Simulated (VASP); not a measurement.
# ZnSe (F-43m) in VASP: vibrations by perturbation theory with PBE

Aim: the vibrations by perturbation theory of ZnSe with PBE.

All numbers are computed with VASP 6.6.1; they aren't measurements. Logs are shortened: lines on timing, memory, paths and dates and some standing lists are left out, and cuts for length are marked.

### 1 The cell of the first run

The structure is cubic, space group F-43m (No. 216). Conventional cell: a = 5.732 Å, b = 5.732 Å, c = 5.732 Å, α = 90.00°, β = 90.00°, γ = 90.00°. Within 3.3 Å of Zn (site symmetry -43m) lie 4 Se at 2.48 Å. Within 3.3 Å of Se (site symmetry -43m) lie 4 Zn at 2.48 Å.

### 2 Vibrations by perturbation theory, PBE

Contents of INCAR:

```
SYSTEM = ZnSe
ALGO = Normal
EDIFF = 1E-8
ENCUT = 520
GGA = PE
IBRION = 8
ISIF = 2
ISMEAR = 0
LASPH = .True.
LCHARG = .False.
LEPSILON = .True.
LREAL = .False.
LWAVE = .False.
NBANDS = 16
NELM = 100
NSW = 1
PREC = Accurate
SIGMA = 0.01
```

Contents of KPOINTS:

```
k-points
0
Gamma
  8 8 8
  0 0 0
```

Contents of POSCAR:

```
ZnSe
1.0
    0.0000000000      2.8658805880      2.8658805880
    2.8658805880      0.0000000000      2.8658805880
    2.8658805880      2.8658805880      0.0000000000
Zn Se
1 1
Direct
    0.0000000000      0.0000000000      0.0000000000
    0.7500000000      0.7500000000      0.7500000000
```

Potentials or basis: VASP PAW PBE potentials, release 64 (Zn, Se).

The run is started by

```
$ cat potpaw_PBE.64/Zn/POTCAR potpaw_PBE.64/Se/POTCAR > POTCAR
$ mpirun -np 1 vasp_std > vasp.out
```

OUTCAR:

```text
SYSTEM = ZnSe
   EDIFF = 1E-8
   ENCUT = 520
   GGA = PE
   IBRION = 8
   ISIF = 2
   ISMEAR = 0
   LASPH = .True.
   LEPSILON = .True.
   LREAL = .False.
   NELM = 100
   NSW = 1
   PREC = Accurate

 ion  position               nearest neighbor table
   1  0.000  0.000  0.000-   2 2.48   2 2.48   2 2.48   2 2.48
   2  0.750  0.750  0.750-   1 2.48   1 2.48   1 2.48   1 2.48

  LATTYP: Found a face centered cubic cell.
 ALAT       =     5.7317611760

  Lattice vectors:

 A1 = (   0.0000000000,   2.8658805880,   2.8658805880)
 A2 = (   2.8658805880,   0.0000000000,   2.8658805880)
 A3 = (   2.8658805880,   2.8658805880,   0.0000000000)

Analysis of symmetry for initial positions (statically):
=====================================================================
 Subroutine PRICEL returns:
 Original cell was already a primitive cell.

 Routine SETGRP: Setting up the symmetry group for a
 face centered cubic supercell.

 Subroutine GETGRP returns: Found 24 space group operations
 (whereof 24 operations were pure point group operations)
 out of a pool of 48 trial point group operations.

The static configuration has the point symmetry T_d .

Analysis of symmetry for dynamics (positions and initial velocities):
=====================================================================
 Subroutine PRICEL returns:
 Original cell was already a primitive cell.

 Routine SETGRP: Setting up the symmetry group for a
 face centered cubic supercell.

 Subroutine GETGRP returns: Found 24 space group operations
 (whereof 24 operations were pure point group operations)
 out of a pool of 48 trial point group operations.

The dynamic configuration has the point symmetry T_d .

 Subroutine INISYM returns: Found 24 space group operations
 (whereof 24 operations are pure point group operations),
 and found     1 'primitive' translations

----------------------------------------------------------------------------------------

                                     Primitive cell

  volume of cell :      47.0765

  direct lattice vectors                    reciprocal lattice vectors
     0.000000000  2.865880588  2.865880588    -0.174466446  0.174466446  0.174466446
     2.865880588  0.000000000  2.865880588     0.174466446 -0.174466446  0.174466446
     2.865880588  2.865880588  0.000000000     0.174466446  0.174466446 -0.174466446

  length of vectors
     4.052967196  4.052967196  4.052967196     0.302184748  0.302184748  0.302184748

  position of ions in fractional coordinates (direct lattice)
     0.000000000  0.000000000  0.000000000
     0.750000000  0.750000000  0.750000000

  ion indices of the primitive-cell ions
   primitive index   ion index
                 1           1
                 2           2

----------------------------------------------------------------------------------------

 KPOINTS: k-points

Automatic generation of k-mesh.
 Grid dimensions read from file:
 generate k-points for:    8    8    8

 Generating k-lattice:

  Cartesian coordinates                     Fractional coordinates (reciprocal lattice)
    -0.021808306  0.021808306  0.021808306     0.125000000  0.000000000  0.000000000
     0.021808306 -0.021808306  0.021808306     0.000000000  0.125000000  0.000000000
     0.021808306  0.021808306 -0.021808306     0.000000000  0.000000000  0.125000000

  Length of vectors
     0.037773094  0.037773094  0.037773094

  Shift w.r.t. Gamma in fractional coordinates (k-lattice)
     0.000000000  0.000000000  0.000000000

 Subroutine IBZKPT returns following result:
 ===========================================

 Found     29 irreducible k-points:

 Following reciprocal coordinates:
            Coordinates               Weight
[... 560 lines left out ...]
  energy-cutoff  :      520.00
  volume of cell :       47.08
      direct lattice vectors                 reciprocal lattice vectors
     0.000000000  2.865880588  2.865880588    -0.174466446  0.174466446  0.174466446
     2.865880588  0.000000000  2.865880588     0.174466446 -0.174466446  0.174466446
     2.865880588  2.865880588  0.000000000     0.174466446  0.174466446 -0.174466446

 POSITION                                       TOTAL-FORCE (eV/Angst)
 -----------------------------------------------------------------------------------
      0.00000      0.00000      0.00000         0.000000      0.000000      0.000000
      4.29882      4.29882      4.29882        -0.000000     -0.000000     -0.000000
 -----------------------------------------------------------------------------------
    total drift:                                0.000001      0.000001      0.000001

  FREE ENERGIE OF THE ION-ELECTRON SYSTEM (eV)
  ---------------------------------------------------
  free  energy   TOTEN  =        -6.0324176789 eV

  energy  without entropy=       -6.0324176789  energy(sigma->0) =       -6.03241768

 HEAD OF MICROSCOPIC STATIC DIELECTRIC TENSOR (INDEPENDENT PARTICLE, excluding Hartree and local field effects)
 ------------------------------------------------------
           8.420245    -0.000000    -0.000000
          -0.000000     8.420245     0.000000
          -0.000000     0.000000     8.420245
 ------------------------------------------------------

 Free energy of the ion-electron system (eV)
  ---------------------------------------------------
  ---------------------------------------------------
  free energy    TOTEN  =        -0.99424364 eV

  energy without entropy =       -0.99424364

------------------------ aborting loop because EDIFF is reached ----------------------------------------

--------------------------------------- Ionic step        2  -------------------------------------------

------------------------ aborting loop because EDIFF is reached ----------------------------------------

--------------------------------------- Ionic step        3  -------------------------------------------

------------------------ aborting loop because EDIFF is reached ----------------------------------------

 PIEZOELECTRIC TENSOR FIELD DIRECTION 3  (e Angst)
 -----------------------------------------------------------------------------
    -0.00076  2.14406  0.00000           (  0.00000 -0.03572  0.00000)
     2.14406 -0.00076  0.00000           ( -0.03572  0.00000  0.00000)
     0.00000  0.00000 -0.00027           (  0.00000  0.00000 -0.00000)

 PIEZOELECTRIC TENSOR FIELD DIRECTION 3  (C/m^2)
 -----------------------------------------------------------------------------
    -0.00026  0.72970  0.00000
     0.72970 -0.00026  0.00000
     0.00000  0.00000 -0.00009

--------------------------------------- Ionic step        4  -------------------------------------------

------------------------ aborting loop because EDIFF is reached ----------------------------------------

[... ionic steps 5 to 6 ...]

--------------------------------------- Ionic step        7  -------------------------------------------

 Free energy of the ion-electron system (eV)
  ---------------------------------------------------
  ---------------------------------------------------
  free energy    TOTEN  =        -0.08273131 eV

  energy without entropy =       -0.08273131

------------------------ aborting loop because EDIFF is reached ----------------------------------------

 INTERNAL STRAIN TENSOR  FOR ION    2  DIRECTION 1   (eV/Angst):
 -----------------------------------------------------------------------------
    -0.01316  0.00000  0.00000
     0.00000  0.01164  4.52621
     0.00000  4.52621  0.01164

 MACROSCOPIC STATIC DIELECTRIC TENSOR (including local field effects in DFT)
 ------------------------------------------------------
           8.049774     0.000000    -0.000000
          -0.000000     8.049774     0.000000
          -0.000000     0.000000     8.049774
 ------------------------------------------------------

 PIEZOELECTRIC TENSOR (including local field effects)  for field in x, y, z        (e  Angst)
          XX          YY          ZZ          XY          YZ          ZX
  --------------------------------------------------------------------------------
  x     0.00000    -0.00000    -0.00000     0.00000     2.15940    -0.00000
  y     0.00000     0.00000     0.00000     0.00000    -0.00000     2.15940
  z    -0.00000    -0.00000     0.00000     2.15940     0.00000     0.00000

 PIEZOELECTRIC TENSOR (including local field effects)  for field in x, y, z        (C/m^2)
          XX          YY          ZZ          XY          YZ          ZX
  --------------------------------------------------------------------------------
  x     0.00000    -0.00000    -0.00000     0.00000     0.73492    -0.00000
  y     0.00000     0.00000     0.00000     0.00000    -0.00000     0.73492
  z    -0.00000    -0.00000     0.00000     0.73492     0.00000     0.00000

 BORN EFFECTIVE CHARGES (including local field effects) (in |e|, cummulative output)
 ---------------------------------------------------------------------------------
 ion    1
    1     2.14292    -0.00000    -0.00000
    2     0.00000     2.14292    -0.00000
    3     0.00000     0.00000     2.14292
 ion    2
    1    -2.14292     0.00000     0.00000
    2    -0.00000    -2.14292     0.00000
    3     0.00000    -0.00000    -2.14292

 INTERNAL STRAIN TENSOR FOR ION    2 for displacements in x,y,z  (eV/Angst):
          X           Y           Z          XY          YZ          ZX
  --------------------------------------------------------------------------------
  x     0.00000     0.00000     0.00000     0.00000     4.52621     0.00000
  y     0.00000     0.00000     0.00000     0.00000     0.00000     4.52621
  z     0.00000     0.00000     0.00000     4.52621     0.00000     0.00000

 SECOND DERIVATIVES (NOT SYMMETRIZED)
 ------------------------------------
               1X          1Y          1Z          2X          2Y          2Z
  1X    -5.124321    0.000000    0.000000    5.124321    0.000000    0.000000
  1Y     0.000000   -5.124321    0.000000    0.000000    5.124321    0.000000
  1Z     0.000000    0.000000   -5.124321    0.000000    0.000000    5.124321
  2X     5.079535    0.000000    0.000000   -5.079535    0.000000    0.000000
  2Y     0.000000    5.079535    0.000000    0.000000   -5.079535    0.000000
  2Z     0.000000    0.000000    5.079535    0.000000    0.000000   -5.079535

 Eigenvectors and eigenvalues of the dynamical matrix
 ----------------------------------------------------

   1 f  =    5.905514 THz    37.105436 2PiTHz  196.986728 cm-1    24.423231 meV
             X         Y         Z           dx          dy          dz
      0.000000  0.000000  0.000000    -0.741065    0.000000    0.000000
      4.298821  4.298821  4.298821     0.671433    0.000000    0.000000
[... 21 lines left out ...]
   6 f/i=    0.012897 THz     0.081036 2PiTHz    0.430208 cm-1     0.053339 meV
             X         Y         Z           dx          dy          dz
      0.000000  0.000000  0.000000     0.000000    0.474775    0.474775
      4.298821  4.298821  4.298821     0.000000    0.524012    0.524012

--------------------------------------------------------------------------------------------------------

 MACROSCOPIC STATIC DIELECTRIC TENSOR IONIC CONTRIBUTION
 ------------------------------------------------------
           3.459664    -0.000000    -0.000000
          -0.000000     3.459664     0.000000
          -0.000000     0.000000     3.459664
 ------------------------------------------------------

 ELASTIC MODULI CONTR FROM IONIC RELAXATION (kBar)
 Direction    XX          YY          ZZ          XY          YZ          ZX
 --------------------------------------------------------------------------------
 XX           0.0000      0.0000      0.0000      0.0000      0.0000      0.0000
 YY           0.0000      0.0000      0.0000      0.0000      0.0000      0.0000
 ZZ           0.0000      0.0000      0.0000      0.0000      0.0000      0.0000
 XY           0.0000      0.0000      0.0000   -137.2013      0.0000      0.0000
 YZ           0.0000      0.0000      0.0000      0.0000   -137.2013      0.0000
 ZX           0.0000      0.0000      0.0000      0.0000      0.0000   -137.2013
 --------------------------------------------------------------------------------

 PIEZOELECTRIC TENSOR IONIC CONTR  for field in x, y, z        (C/m^2)
          XX          YY          ZZ          XY          YZ          ZX
  --------------------------------------------------------------------------------
  x     0.00000     0.00000     0.00000     0.00000    -0.64829     0.00000
  y     0.00000     0.00000     0.00000     0.00000    -0.00000    -0.64829
  z     0.00000     0.00000     0.00000    -0.64829     0.00000    -0.00000
```

Run time: 11 min. Hardware: 1 thread of AMD EPYC 7R43 (Zen 3), shared host; peak memory 0.28 GiB.

Results:

```yaml
Electronic_dielectric_tensor_diagonal: 8.05
Born_charges_mean_of_the_diagonal: Zn +2.14; Se -2.14 e
Highest_phonon_frequency_at_Γ_LO-TO_splitting_left_out: 197 cm⁻¹
```

Phonon frequencies in cm⁻¹ (negative: imaginary):
```csv
q point,frequencies
"(0.000, 0.000, 0.000)",0 0 0 197 197 197
```

Electronic dielectric tensor:
```
8.05 0.00 0.00
0.00 8.05 0.00
0.00 0.00 8.05
```

Born effective charge tensors (e):
atom 1, Zn
```
2.14 0.00 0.00
0.00 2.14 0.00
0.00 0.00 2.14
```
atom 2, Se
```
-2.14  0.00  0.00
 0.00 -2.14  0.00
 0.00  0.00 -2.14
```
